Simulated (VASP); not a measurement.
# NaCl (Fm-3m) in VASP: further runs

The runs below take NaCl through single point, with HSE06.

Everything below comes from runs of VASP 6.6.1. Logs are shortened: lines on timing, memory, paths and dates and some standing lists are left out, and cuts for length are marked.

## 1. The cell of the first run

It takes space group Fm-3m (No. 225, cubic). Conventional cell: a = 5.437 Å, b = 5.437 Å, c = 5.437 Å, α = 90.00°, β = 90.00°, γ = 90.00°. Within 3.6 Å of Na (site symmetry m-3m) lie 6 Cl at 2.72 Å. Within 3.6 Å of Cl (site symmetry m-3m) lie 6 Na at 2.72 Å.

## 2. Single point, HSE06 (strain -3.0%)

Input file POSCAR:

```
NaCl
1.0
    0.0000000000      2.7186178606      2.7186178606
    2.7186178606      0.0000000000      2.7186178606
    2.7186178606      2.7186178606      0.0000000000
Na Cl
1 1
Direct
    0.0000000000      0.0000000000      0.0000000000
    0.5000000000      0.5000000000      0.5000000000
```

Input file INCAR.step1:

```
PREC     = Accurate       # precision mode
ENCUT    = 520            # plane-wave cutoff, eV
EDIFF    = 1E-5           # SCF threshold, eV
ISMEAR   = 0              # smearing method
SIGMA    = 0.01           # smearing width, eV
LREAL    = F              # projectors in reciprocal space
LASPH    = T              # aspherical terms in the spheres
NELM     = 100            # most SCF steps
ALGO     = Normal         # electronic algorithm
ISIF     = 2              # what is computed and relaxed
LWAVE    = T              # write WAVECAR
GGA      = PE             # functional
NBANDS   = 14             # bands
```

Input file INCAR.step2:

```
PREC     = Accurate       # precision mode
ENCUT    = 520            # plane-wave cutoff, eV
EDIFF    = 1E-6           # SCF threshold, eV
ISMEAR   = 0              # smearing method
SIGMA    = 0.01           # smearing width, eV
LREAL    = F              # projectors in reciprocal space
LASPH    = T              # aspherical terms in the spheres
NELM     = 100            # most SCF steps
ALGO     = Normal         # electronic algorithm
ISIF     = 2              # what is computed and relaxed
LWAVE    = F              # write WAVECAR
LCHARG   = T              # write CHGCAR
GGA      = PE             # functional
LHFCALC  = T              # exact exchange
HFSCREEN = 0.2079         # screening, 1/A
PRECFOCK = Normal       
LELF     = T              # ELF
LVHAR    = T            
ISTART   = 1            
NBANDS   = 14             # bands
```

Input file KPOINTS:

```
Automatic mesh
0
Gamma
  6 6 6
```

Potentials or basis: VASP PAW PBE potentials, release 64 (Na_pv, Cl).

Command:

```
$ cat potpaw_PBE.64/Na_pv/POTCAR potpaw_PBE.64/Cl/POTCAR > POTCAR
$ cp INCAR.step1 INCAR
$ mpirun -np 1 vasp_std > vasp.out
$ cp INCAR.step2 INCAR
$ mpirun -np 1 vasp_std > vasp.out
```

OUTCAR:

```text
PREC = Accurate
   ENCUT = 520
   EDIFF = 1E-6
   ISMEAR = 0
   LREAL = F
   LASPH = T
   NELM = 100
   ISIF = 2
   GGA = PE
   LHFCALC = T
   HFSCREEN = 0.2079
   PRECFOCK = Normal
   ISTART = 1

 ion  position               nearest neighbor table
   1  0.000  0.000  0.000-   2 2.72   2 2.72   2 2.72   2 2.72   2 2.72   2 2.72
   2  0.500  0.500  0.500-   1 2.72   1 2.72   1 2.72   1 2.72   1 2.72   1 2.72

  LATTYP: Found a face centered cubic cell.
 ALAT       =     5.4372357212

  Lattice vectors:

 A1 = (   0.0000000000,   2.7186178606,   2.7186178606)
 A2 = (   2.7186178606,   0.0000000000,   2.7186178606)
 A3 = (   2.7186178606,   2.7186178606,   0.0000000000)

Analysis of symmetry for initial positions (statically):
=====================================================================
 Subroutine PRICEL returns:
 Original cell was already a primitive cell.

 Routine SETGRP: Setting up the symmetry group for a
 face centered cubic supercell.

 Subroutine GETGRP returns: Found 48 space group operations
 (whereof 48 operations were pure point group operations)
 out of a pool of 48 trial point group operations.

The static configuration has the point symmetry O_h .

Analysis of symmetry for dynamics (positions and initial velocities):
=====================================================================
 Subroutine PRICEL returns:
 Original cell was already a primitive cell.

 Routine SETGRP: Setting up the symmetry group for a
 face centered cubic supercell.

 Subroutine GETGRP returns: Found 48 space group operations
 (whereof 48 operations were pure point group operations)
 out of a pool of 48 trial point group operations.

The dynamic configuration has the point symmetry O_h .

 Subroutine INISYM returns: Found 48 space group operations
 (whereof 48 operations are pure point group operations),
 and found     1 'primitive' translations

----------------------------------------------------------------------------------------

                                     Primitive cell

  volume of cell :      40.1860

  direct lattice vectors                    reciprocal lattice vectors
     0.000000000  2.718617861  2.718617861    -0.183916985  0.183916985  0.183916985
     2.718617861  0.000000000  2.718617861     0.183916985 -0.183916985  0.183916985
     2.718617861  2.718617861  0.000000000     0.183916985  0.183916985 -0.183916985

  length of vectors
     3.844706249  3.844706249  3.844706249     0.318553562  0.318553562  0.318553562

  position of ions in fractional coordinates (direct lattice)
     0.000000000  0.000000000  0.000000000
     0.500000000  0.500000000  0.500000000

  ion indices of the primitive-cell ions
   primitive index   ion index
                 1           1
                 2           2

----------------------------------------------------------------------------------------

 KPOINTS: Automatic mesh

Automatic generation of k-mesh.
 Grid dimensions read from file:
 generate k-points for:    6    6    6

 Generating k-lattice:

  Cartesian coordinates                     Fractional coordinates (reciprocal lattice)
    -0.030652831  0.030652831  0.030652831     0.166666667  0.000000000  0.000000000
     0.030652831 -0.030652831  0.030652831     0.000000000  0.166666667  0.000000000
     0.030652831  0.030652831 -0.030652831     0.000000000  0.000000000  0.166666667

  Length of vectors
     0.053092260  0.053092260  0.053092260

  Shift w.r.t. Gamma in fractional coordinates (k-lattice)
     0.000000000  0.000000000  0.000000000

 Subroutine IBZKPT returns following result:
 ===========================================

 Found     16 irreducible k-points:

 Following reciprocal coordinates:
            Coordinates               Weight
  0.000000  0.000000  0.000000      1.000000
  0.166667  0.000000  0.000000      8.000000
  0.333333  0.000000  0.000000      8.000000
  0.500000  0.000000  0.000000      4.000000
  0.166667  0.166667  0.000000      6.000000
  0.333333  0.166667  0.000000     24.000000
[... 8 lines left out ...]
 -0.333333  0.333333  0.166667     24.000000
 -0.333333  0.500000  0.166667     12.000000
   k-points           NKPTS =     16   k-points in BZ     NKDIM =    216   number of bands    NBANDS=     14
   number of dos      NEDOS =    301   number of ions     NIONS =      2
   total plane-waves  NPLWV =  27000
   dimension x,y,z NGX =    30 NGY =   30 NGZ =   30
   dimension x,y,z NGXF=    60 NGYF=   60 NGZF=   60
   ions per type =               1   1
   NGX,Y,Z   is equivalent  to a cutoff of  12.97, 12.97, 12.97 a.u.
   NGXF,Y,Z  is equivalent  to a cutoff of  25.94, 25.94, 25.94 a.u.
 SYSTEM =  unknown system
   PREC   = accura    normal or accurate (medium, high low for compatibility)
   ISTART =      1    job   : 0-new  1-cont  2-samecut
   ICHARG =      0    charge: 1-file 2-atom 10-const
   ISPIN  =      1    spin polarized calculation?
   LNONCOLLINEAR =      F non collinear calculations
   LSORBIT =      F    spin-orbit coupling
   LASPH  =      T    aspherical Exc in radial PAW
   ENCUT  =  520.0 eV  38.22 Ry    6.18 a.u.   7.15  7.15  7.15*2*pi/ulx,y,z
   NELM   =    100;   NELMIN=  2; NELMDL=  0     # of ELM steps
   EDIFF  = 0.1E-05   stopping-criterion for ELM
   LREAL  =      F    real-space projection
   EDIFFG = 0.1E-04   stopping-criterion for IOM
   NSW    =      0    number of steps for IOM
   IBRION =     -1    ionic relax: 0-MD 1-quasi-New 2-CG
   NFREE  =      0    steps in history (QN), initial steepest desc. (CG)
   ISIF   =      2    stress and relaxation
   ISYM   =      3    0-nonsym 1-usesym 2-fastsym
   POTIM  = 0.5000    time-step for ionic-motion
   TEBEG  =    0.0;   TEEND  =   0.0 temperature during run
   PSTRESS=    0.0 pullay stress
   NELECT =      14.0000    total number of electrons
   NUPDOWN=      -1.0000    fix difference up-down
   EMIN   =  10.00;   EMAX   =-10.00  energy-range for DOS
   EFERMI =   0.00;   METHOD = LEGACY
   ISMEAR =     0;   SIGMA  =   0.01  broadening in eV -4-tet -1-fermi 0-gaus
   EFERMI_NEDOS =   21; number of points for ismear=-14 and -15
   IALGO  =     38    algorithm
   IMIX   =      1    mixing-type and parameters
     AMIX     =   0.40;   BMIX     =  1.00
     AMIX_MAG =   1.60;   BMIX_MAG =  1.00
  volume/ion in A,a.u.               =      20.09       135.59
  Fermi-wavevector in a.u.,A,eV,Ry     =   1.151930  2.176832 18.054145  1.326942
  Thomas-Fermi vector in A             =   2.288584
   LORBIT       =      0    0 simple, 1 ext, 2 COOP (PROOUT), +10 PAW based schemes
   GGA     = PE    functional components
   LHFCALC =     T    Hartree Fock is set to
   PRECFOCK=normal    Normal, Fast or Accurate (Low or Medium for compatibility)
   ENCUT4O =  -1.0   cutoff for four orbital integrals eV
   NKREDX  =     1    reduce k-point grid by
   NKREDY  =     1    reduce k-point grid by
   NKREDZ  =     1    reduce k-point grid by
   AEXX    =    0.2500 exact exchange contribution
   HFSCREEN=    0.2079 screening length (either q_TF or 0.3 A-1)
   HFSCREENC=   0.2079 screening length for correlation (either q_TF or 0.3 A-1)
   ENCUTFOCK=  -1.0 apply spherical cutoff to Coloumb kernel
   IVDW    =     0    specifies the selected vdW correction
   LEPSILON=     F    determine dielectric tensor
   LRPA    =     F    only Hartree local field effects (RPA)
 non-spin polarized calculation
 Gauss-broadening in eV      SIGMA  =   0.01
  energy-cutoff  :      520.00
  volume of cell :       40.19
 maximum number of plane-waves:      1106
 NGX is ok and might be reduce to    30
  NGX = 24; NGY = 24; NGZ = 24

 number of electron      13.9999993 magnetization

 Free energy of the ion-electron system (eV)
  ---------------------------------------------------
  ext. energy  EPLUGINS =         0.00000000
  ---------------------------------------------------
  free energy    TOTEN  =        -7.82244063 eV

  energy without entropy =       -7.82244063  energy(sigma->0) =       -7.82244063

 E-fermi :  -0.9828     XC(G=0):  -7.1781

 val. band max:       -1.0451972789   @ k =   0.0000   0.0000   0.0000
 cond. band min:       5.9188098870   @ k =   0.0000   0.0000   0.0000
 fundamental gap:      6.9640071659
 Fermi energy:        -0.9828110464

 k-point     1 :       0.0000    0.0000    0.0000
  band No.  band energies     occupation
      1     -23.7340      2.00000
      2     -23.7340      2.00000
      3     -23.7340      2.00000
      4     -15.1913      2.00000
      5      -1.0452      2.00000
      6      -1.0452      2.00000
      7      -1.0452      2.00000
      8       5.9188      0.00000
      9      11.6957      0.00000
     10      11.6957      0.00000
     11      11.6957      0.00000
     12      14.1791      0.00000
     13      14.1791      0.00000
     14      15.6972      0.00000

 k-point     2 :       0.1667    0.0000    0.0000
  band No.  band energies     occupation
      1     -23.7458      2.00000
      2     -23.7346      2.00000
      3     -23.7346      2.00000
      4     -15.0730      2.00000
      5      -1.7805      2.00000
      6      -1.1388      2.00000
      7      -1.1388      2.00000
      8       6.8090      0.00000
      9      10.8997      0.00000
     10      12.0508      0.00000
     11      12.0508      0.00000
     12      13.8877      0.00000
     13      13.8877      0.00000
     14      17.2287      0.00000
[... 207 lines left out ...]
      1     -23.7649      2.00000
      2     -23.7504      2.00000
      3     -23.7428      2.00000
      4     -14.6231      2.00000
      5      -2.9117      2.00000
      6      -2.3082      2.00000
      7      -1.7364      2.00000
      8       9.6102      0.00000
      9      10.0616      0.00000
     10      10.8488      0.00000
     11      12.9500      0.00000
     12      15.4555      0.00000
     13      17.1872      0.00000
     14      18.1495      0.00000

 k-point    16 :      -0.3333    0.5000    0.1667
  band No.  band energies     occupation
      1     -23.7597      2.00000
      2     -23.7506      2.00000
      3     -23.7487      2.00000
      4     -14.6069      2.00000
      5      -2.8799      2.00000
      6      -2.2160      2.00000
      7      -1.9605      2.00000
      8       9.2618      0.00000
      9       9.3295      0.00000
     10      11.5234      0.00000
     11      13.2884      0.00000
     12      16.8757      0.00000
     13      17.8348      0.00000
     14      17.8419      0.00000

------------------------ aborting loop because EDIFF is reached ----------------------------------------

  FORCE on cell =-STRESS in cart. coord.  units (eV):
  Direction    XX          YY          ZZ          XY          YZ          ZX
  --------------------------------------------------------------------------------------
  -------------------------------------------------------------------------------------
  Total        0.9755785      0.9755785      0.9755785      0.0000000     -0.0000000      0.0000000
  in kB       38.8954048     38.8954048     38.8954048      0.0000000     -0.0000000      0.0000000
  external PRESSURE =      38.8954048 kB  Pullay stress =       0.0000000 kB

 VOLUME and BASIS-vectors are now :
 -----------------------------------------------------------------------------
  energy-cutoff  :      520.00
  volume of cell :       40.19
      direct lattice vectors                 reciprocal lattice vectors
     0.000000000  2.718617861  2.718617861    -0.183916985  0.183916985  0.183916985
     2.718617861  0.000000000  2.718617861     0.183916985 -0.183916985  0.183916985
     2.718617861  2.718617861  0.000000000     0.183916985  0.183916985 -0.183916985

 POSITION                                       TOTAL-FORCE (eV/Angst)
 -----------------------------------------------------------------------------------
      0.00000      0.00000      0.00000        -0.000000      0.000000      0.000000
      2.71862      2.71862      2.71862         0.000000     -0.000000     -0.000000
 -----------------------------------------------------------------------------------
    total drift:                               -0.000001     -0.000001     -0.000001

  FREE ENERGIE OF THE ION-ELECTRON SYSTEM (eV)
  ---------------------------------------------------
  free  energy   TOTEN  =        -7.8224406331 eV

  energy  without entropy=       -7.8224406331  energy(sigma->0) =       -7.82244063
```

It took 26 min on 1 thread of Intel Xeon Platinum 8259CL at 2.50GHz (Skylake/Cascade Lake), shared host; peak memory 0.27 GiB.

Results:

```
Free energy            : -7.8224 eV
Pressure               : 3.9 GPa
Band gap on the k mesh : 6.96 eV
```

Caveat: the cell differs from its parent crystal (strain -3.0%); the cell stands under pressure; the PAW data sets were made with another functional, which shifts forces and pressure a little.

## 3. Single point, HSE06 (strain -2.0%)

Input file POSCAR:

```
NaCl
1.0
    0.0000000000      2.7466448489      2.7466448489
    2.7466448489      0.0000000000      2.7466448489
    2.7466448489      2.7466448489      0.0000000000
Na Cl
1 1
Direct
    0.0000000000      0.0000000000      0.0000000000
    0.5000000000      0.5000000000      0.5000000000
```

Input file INCAR.step1:

```
PREC = Accurate
ENCUT = 520
EDIFF = 1E-5
ISMEAR = 0
SIGMA = 0.01
LREAL = False
LASPH = True
NELM = 60
ALGO = Normal
ISIF = 2
LWAVE = True
LCHARG = False
GGA = PE
NBANDS = 14
```

Input file INCAR.step2:

```
PREC = Accurate
ENCUT = 520
EDIFF = 1E-7
ISMEAR = 0
SIGMA = 0.01
LREAL = False
LASPH = True
NELM = 60
ALGO = Normal
ISIF = 2
LWAVE = False
LCHARG = False
GGA = PE
LHFCALC = True
HFSCREEN = 0.2079
PRECFOCK = Normal
ISTART = 1
NBANDS = 14
```

KPOINTS is that of step 2.

Potentials or basis: VASP PAW PBE potentials, release 64 (Na_pv, Cl).

Command:

```
$ cat potpaw_PBE.64/Na_pv/POTCAR potpaw_PBE.64/Cl/POTCAR > POTCAR
$ cp INCAR.step1 INCAR
$ mpirun -np 1 vasp_std > vasp.out
$ cp INCAR.step2 INCAR
$ mpirun -np 1 vasp_std > vasp.out
```

OUTCAR:

```text
PREC = Accurate
   ENCUT = 520
   EDIFF = 1E-7
   ISMEAR = 0
   LREAL = False
   LASPH = True
   NELM = 60
   ISIF = 2
   GGA = PE
   LHFCALC = True
   HFSCREEN = 0.2079
   PRECFOCK = Normal
   ISTART = 1

 ion  position               nearest neighbor table
   1  0.000  0.000  0.000-
   2  0.500  0.500  0.500-

  LATTYP: Found a face centered cubic cell.
 ALAT       =     5.4932896978

  Lattice vectors:

 A1 = (   0.0000000000,   2.7466448489,   2.7466448489)
 A2 = (   2.7466448489,   0.0000000000,   2.7466448489)
 A3 = (   2.7466448489,   2.7466448489,   0.0000000000)

Analysis of symmetry for initial positions (statically):
=====================================================================
 Subroutine PRICEL returns:
 Original cell was already a primitive cell.

 Routine SETGRP: Setting up the symmetry group for a
 face centered cubic supercell.

 Subroutine GETGRP returns: Found 48 space group operations
 (whereof 48 operations were pure point group operations)
[... 172 lines left out ...]
  band No.  band energies     occupation
      1     -23.9840      2.00000
      2     -23.9840      2.00000
      3     -23.9840      2.00000
      4     -15.3024      2.00000
      5      -1.2457      2.00000
      6      -1.2457      2.00000
      7      -1.2457      2.00000
      8       5.5735      0.00000
      9      11.4653      0.00000
     10      11.4653      0.00000
     11      11.4653      0.00000
     12      13.9026      0.00000
     13      13.9026      0.00000
     14      15.3662      0.00000
[... 241 lines left out ...]
      1     -24.0066      2.00000
      2     -23.9986      2.00000
      3     -23.9968      2.00000
      4     -14.7647      2.00000
      5      -2.9918      2.00000
      6      -2.3581      2.00000
      7      -2.1143      2.00000
      8       8.9407      0.00000
      9       9.1069      0.00000
     10      11.1668      0.00000
     11      12.9039      0.00000
     12      16.3824      0.00000
     13      17.3992      0.00000
     14      17.4077      0.00000

------------------------ aborting loop because EDIFF is reached ----------------------------------------

  FORCE on cell =-STRESS in cart. coord.  units (eV):
  Direction    XX          YY          ZZ          XY          YZ          ZX
  --------------------------------------------------------------------------------------
  -------------------------------------------------------------------------------------
  Total        0.6922435      0.6922435      0.6922435      0.0000000      0.0000000      0.0000000
  in kB       26.7628267     26.7628267     26.7628267      0.0000000      0.0000000      0.0000000
  external PRESSURE =      26.7628267 kB  Pullay stress =       0.0000000 kB

 VOLUME and BASIS-vectors are now :
 -----------------------------------------------------------------------------
  energy-cutoff  :      520.00
  volume of cell :       41.44
      direct lattice vectors                 reciprocal lattice vectors
     0.000000000  2.746644849  2.746644849    -0.182040281  0.182040281  0.182040281
     2.746644849  0.000000000  2.746644849     0.182040281 -0.182040281  0.182040281
     2.746644849  2.746644849  0.000000000     0.182040281  0.182040281 -0.182040281

 POSITION                                       TOTAL-FORCE (eV/Angst)
 -----------------------------------------------------------------------------------
      0.00000      0.00000      0.00000         0.000000     -0.000000     -0.000000
      2.74664      2.74664      2.74664        -0.000000      0.000000      0.000000
 -----------------------------------------------------------------------------------
    total drift:                                0.000001      0.000002      0.000002

  FREE ENERGIE OF THE ION-ELECTRON SYSTEM (eV)
  ---------------------------------------------------
  free  energy   TOTEN  =        -7.8484429110 eV

  energy  without entropy=       -7.8484429110  energy(sigma->0) =       -7.84844291
```

OUTCAR.step1:

```text
PREC = Accurate
   ENCUT = 520
   EDIFF = 1E-5
   ISMEAR = 0
   LREAL = False
[... 484 lines left out ...]
      0.00000      0.00000      0.00000         0.000000      0.000000     -0.000000
      2.74664      2.74664      2.74664         0.000000      0.000000      0.000000
 -----------------------------------------------------------------------------------
    total drift:                               -0.000000      0.000000      0.000000

  FREE ENERGIE OF THE ION-ELECTRON SYSTEM (eV)
  ---------------------------------------------------
  free  energy   TOTEN  =        -6.7328813489 eV

  energy  without entropy=       -6.7328813489  energy(sigma->0) =       -6.73288135
```

Run time: 32 min. Hardware: 1 thread of Intel Xeon Platinum 8259CL at 2.50GHz (Skylake/Cascade Lake), shared host; peak memory 0.27 GiB.

Results:

* Free energy: -7.8484 eV
* Pressure: 2.7 GPa
* Band gap on the k mesh: 6.82 eV

Caveat: the cell differs from its parent crystal (strain -2.0%); the PAW data sets were made with another functional, which shifts forces and pressure a little.
